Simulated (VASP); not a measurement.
A run of VASP 6.6.1 is set up as follows.

File INCAR:

```
  PREC = Accurate
  ENCUT = 520
  EDIFF = 1E-6
  ISMEAR = 0
  SIGMA = 0.02
  LREAL = F
  LASPH = T
  NELM = 60
  ALGO = Normal
  ISIF = 2
  LWAVE = F
  LCHARG = F
  GGA = PE
  NBANDS = 66
  NELECT = 110.0
```

File KPOINTS:

```
Automatic mesh
0
Gamma
  3 3 3
```

The input POSCAR:

```
Ga6HN6
1.0
    0.0000000000      0.0000000000     -5.2431684262
    4.8275562260      2.7871908866      0.0000000000
    0.0000000001     -5.5743817732      0.0000000000
Ga N H
6 6 1
Direct
    0.5009730351      0.6664446460      0.6664488718
    0.5009867673      0.3335638001     -0.0000078962
    0.5009413749      0.9999879388      0.3334868951
    0.0007888360      0.3103588917      0.3103623944
    0.0007569850      0.0000041429      0.6897045634
    0.0007754853      0.6896696474      0.0000078853
    0.1323630949      0.6459481473      0.6459514141
    0.1323686259      0.3540706560      0.0000162360
    0.1323135066      1.0000132104      0.3540524827
    0.6215711065      0.3387088463      0.3386939192
    0.6215165593     -0.0000041429      0.6612371744
    0.6215785447      0.6612958712     -0.0000190469
    0.8817855205      0.0000238216     -0.0000813731
```

Potentials or basis: VASP PAW PBE potentials, release 64 (Ga_d, N, H).

Launch:

```console
$ cat potpaw_PBE.64/Ga_d/POTCAR potpaw_PBE.64/N/POTCAR potpaw_PBE.64/H/POTCAR > POTCAR
$ mpirun -np 1 vasp_std > vasp.out
```

Problem. What does it give for the largest force?

Solution. 0.018 eV/Å.

Forces on the atoms (eV/Å):
```
Ga  -0.001  0.003  0.012
Ga   0.000  0.002  0.013
Ga   0.001 -0.005  0.012
Ga   0.003 -0.001 -0.016
Ga   0.001  0.006 -0.017
Ga  -0.003 -0.001 -0.018
N    0.001 -0.002 -0.003
N    0.000 -0.001 -0.003
N    0.000  0.002 -0.004
N    0.004 -0.002  0.003
N    0.000  0.003  0.001
N   -0.004 -0.002  0.003
H    0.000 -0.002  0.016
```

Caveat: the k points lie up to 0.43 Å⁻¹ apart; the cell carries a net charge on a neutralising background, which shifts energy and pressure.
